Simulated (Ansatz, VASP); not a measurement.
# Two plane-wave programs on LaF5

File INCAR:

```
SYSTEM = LaF5
PREC = Accurate
ENCUT = 520
EDIFF = 1E-6
ISMEAR = 0
SIGMA = 0.1
LREAL = .FALSE.
LASPH = .TRUE.
NELM = 80
ALGO = Normal
ISIF = 2
LWAVE = .FALSE.
LCHARG = .FALSE.
GGA = PE
NBANDS = 32
```

KPOINTS

```
regular mesh
0
G
  6 6 4
  0 0 0
```

File POSCAR:

```
LaF5
1.0
    4.3499761400      0.0000000000      0.0000000000
   -2.1749880700      3.7671898400      0.0000000000
    0.0000000000      0.0000000000      5.9740641700
La F
1 5
Direct
    0.3333333300      0.6666666700      0.5000000000
    0.8705065800      0.1294934200      0.5000000000
    0.8705065800      0.7410131600      0.5000000000
    0.2589868400      0.1294934200      0.5000000000
    0.3333333300      0.6666666700      0.0000000000
    0.6666666700      0.3333333300      0.0000000000
```

Input for Ansatz:

```yaml
crystal:
  lattice:
    - [4.34997614, 0.0, 0.0]
    - [-2.17498807, 3.76718984, 0.0]
    - [0.0, 0.0, 5.97406417]
  atoms:
    - { symbol: La, position: [0.33333333, 0.66666667, 0.5] }
    - { symbol: F, position: [0.87050658, 0.12949342, 0.5] }
    - { symbol: F, position: [0.87050658, 0.74101316, 0.5] }
    - { symbol: F, position: [0.25898684, 0.12949342, 0.5] }
    - { symbol: F, position: [0.33333333, 0.66666667, 0.0] }
    - { symbol: F, position: [0.66666667, 0.33333333, 0.0] }
basis:
  ecutwfc: 420
kpoints:
  mp_grid: { grid: [6, 6, 4] }
hamiltonian:
  xc: pbe
scf:
  occupations: { method: gaussian, width: 0.1 }
  lower_state_search: "off"
output:
  forces: true
  stress: true
  eigenvalues: true
```

Alike in both runs: task single point; functional PBE; k mesh 6 × 6 × 4; occupations gaussian, width 0.1 eV; no spin polarisation.

|  | VASP | Ansatz |
| --- | --- | --- |
| version | VASP 6.6.1 | Ansatz 0.2.0 |
| potentials or method | VASP PAW PBE potentials, release 64 (La, F), cutoff 520 eV | scalar-relativistic, plane waves, PAW |
| valence electrons in the cell | 46 | 46 |

|  | VASP | Ansatz | Ansatz less VASP |
| --- | --- | --- | --- |
| gap on the k mesh at the Fermi level (eV) | none | none | - |
| rms of the force components (eV/Å) | 5.039 | 5.030 | -0.0087 |

Atom by atom the forces differ by 0.009 eV/Å (rms over components). A gap of «none» marks a metal or a gap that the smearing closes.

Spin-orbit coupling is off throughout.
